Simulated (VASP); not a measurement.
Write the native input for VASP 6.6.1 that does the following.

| Quantity | Value |
| --- | --- |
| Task | single point |
| Functional | LDA |
| Potentials or basis | VASP PAW LDA potentials, release 64 (Na_pv) |
| Cutoff | 520 eV |
| k mesh | 16 × 16 × 16 |
| Occupations | fermi-dirac, width 0.1 eV |
| Spin | no spin polarisation |
| Dipole correction | no |
| Further INCAR settings | ALGO = Normal; EDIFF = 1e-06; NBANDS = 10 |

The structure of Na lies in POSCAR:

```
Na
1.0
    3.2994968768      0.0000000000      0.0000000000
    0.0000000000      3.2994968768      0.0000000000
    0.0000000000      0.0000000000      3.2994968768
Na
1
Direct
    0.0000000000      0.0000000000      0.0000000000
```

One way to write it, as run:

INCAR

```
PREC     = Accurate       # precision mode
ENCUT    = 520            # plane-wave cutoff, eV
EDIFF    = 1E-6           # SCF threshold, eV
ISMEAR   = -1             # smearing method
SIGMA    = 0.1            # smearing width, eV
LREAL    = F              # projectors in reciprocal space
LASPH    = T              # aspherical terms in the spheres
NELM     = 80             # most SCF steps
ALGO     = Normal         # electronic algorithm
ISIF     = 2              # what is computed and relaxed
LWAVE    = F              # write WAVECAR
LCHARG   = F              # write CHGCAR
GGA      = CA             # functional
NBANDS   = 10             # bands
```

KPOINTS

```
Automatic mesh
0
Gamma
  16 16 16
```

Potentials or basis: VASP PAW LDA potentials, release 64 (Na_pv).

Run with:

```bash
$ cat potpaw_LDA.64/Na_pv/POTCAR > POTCAR
$ mpirun -np 1 vasp_std > vasp.out
```

It gave:

The pressure is -0.1 GPa.

Run time: 27 s on 1 thread of Intel(R) Xeon(R) Platinum 8259CL CPU @ 2.50GHz (Skylake/Cascade Lake), with other jobs on the host, peak memory 0.16 GiB.
